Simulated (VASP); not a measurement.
Input of a VASP 6.6.1 run:

File INCAR:

```
PREC = Accurate
ENCUT = 520
EDIFF = 1E-6
ISMEAR = 0
SIGMA = 0.01
LREAL = F
LASPH = T
NELM = 100
ALGO = Normal
ISIF = 2
LWAVE = F
LCHARG = T
GGA = PE
LELF = T
LVHAR = T
NBANDS = 31
```

File KPOINTS:

```
regular mesh
0
Gamma
  1 1 1
```

POSCAR

```
H4PbO4
1.0
   13.0100000000      0.0000000000      0.0000000000
    0.0000000000     12.9100000000      0.0000000000
    0.0000000000      0.0000000000     12.9900000000
Pb O H
1 4 4
Direct
    0.4818209100      0.4962068200      0.4868445000
    0.4803405100      0.3792757600      0.5987151700
    0.5014734800      0.4189783100      0.3464203200
    0.5990330500      0.6073896200      0.4912863700
    0.3458877800      0.5801409800      0.5096558900
    0.4361621800      0.4039938000      0.6538452700
    0.4771398900      0.3485670000      0.3568237100
    0.6539162200      0.5814446200      0.4475519600
    0.3611099200      0.6510805600      0.4897667400
```

Potentials or basis: VASP PAW PBE potentials, release 64 (Pb_d, O, H).

The run is started by

```bash
$ cat potpaw_PBE.64/Pb_d/POTCAR potpaw_PBE.64/O/POTCAR potpaw_PBE.64/H/POTCAR > POTCAR
$ mpirun -np 1 vasp_gam > vasp.out
```

(1) Predict the largest force.

(2) Predict the gap between the frontier levels.

Answers

(1) 0.291 eV/Å.

(2) 2.86 eV.

Caveat: spin-orbit coupling is left out, which moves the levels of the heavy elements.
